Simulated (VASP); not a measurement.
## Si: single point with PBE

Crystal: Si.

```xyz
8
Lattice="-3.5267 3.5267 3.1260 3.5267 -3.5267 3.1260 3.5267 3.5267 -3.1260" Properties=species:S:1:pos:R:3 pbc="T T T"
Si    0.7154    0.7154    0.6341
Si   -0.7154    2.8113    0.6341
Si    0.7154   -0.7154    2.4919
Si    2.8113    0.7154   -0.6341
Si    2.8113    2.8113    2.4919
Si    0.7154    4.2421   -0.6341
Si   -0.7154    0.7154    3.7602
Si    4.2421   -0.7154    0.6341
```

```yaml
Program: VASP 6.6.1
Task: single point
Functional: PBE
Potentials_or_basis: VASP PAW PBE potentials, release 64 (Si)
Cutoff: 520 eV
k_mesh: 10 × 10 × 10
Occupations: gaussian, width 0.15 eV
Spin: no spin polarisation
Dipole_correction: no
Further_INCAR_settings: ALGO = Fast; EDIFF = 1e-07; NBANDS = 26
```

The pressure is -4.0 GPa and the largest force is 0.576 eV/Å. The band gap on the k mesh is zero (bands 16 and 17 overlap by 0.29 eV).

Forces on the atoms (eV/Å):
```
Si  -0.176  0.344 -0.427
Si   0.176 -0.344 -0.427
Si  -0.176 -0.344  0.427
Si   0.176  0.344  0.427
Si   0.176 -0.344  0.427
Si  -0.176  0.344  0.427
Si   0.176  0.344 -0.427
Si  -0.176 -0.344 -0.427
```

Stress tensor (GPa, compression positive):
```
-8.96  0.00  0.00
 0.00 -8.15  0.00
 0.00  0.00  5.10
```

Levels at points of the mesh, in eV from the Fermi level:
```
           k point  band 12  band 13  band 14  band 15  band 16  band 17  band 18  band 19  band 20  band 21
(0.00, 0.00, 0.00)    -3.70    -3.58    -1.91    -1.80     0.11     0.80     0.89     3.15     3.33     3.35
(0.50, 0.00, 0.00)    -2.60    -1.82    -1.82    -1.61    -1.61     0.84     0.84     1.71     1.71     1.95
(0.50, 0.00, 0.50)    -2.72    -1.69    -1.69    -1.14    -1.14     0.05     0.05     1.84     1.84     2.23
(0.50, 0.50, 0.00)    -2.45    -2.12    -2.12    -1.00    -1.00     0.33     0.33     1.61     1.61     2.65
(0.50, 0.50, 0.50)    -2.46    -2.37    -0.62    -0.31    -0.02     0.54     1.79     2.06     2.46     2.48
```

Run time: 14 min on 1 thread of AMD EPYC 9755 128-Core Processor (shared host), peak memory 0.59 GiB.

Caveat: the stress differs along the axes, from -9 to 5 GPa; semilocal functionals underestimate gaps, and a narrow one can read as zero.
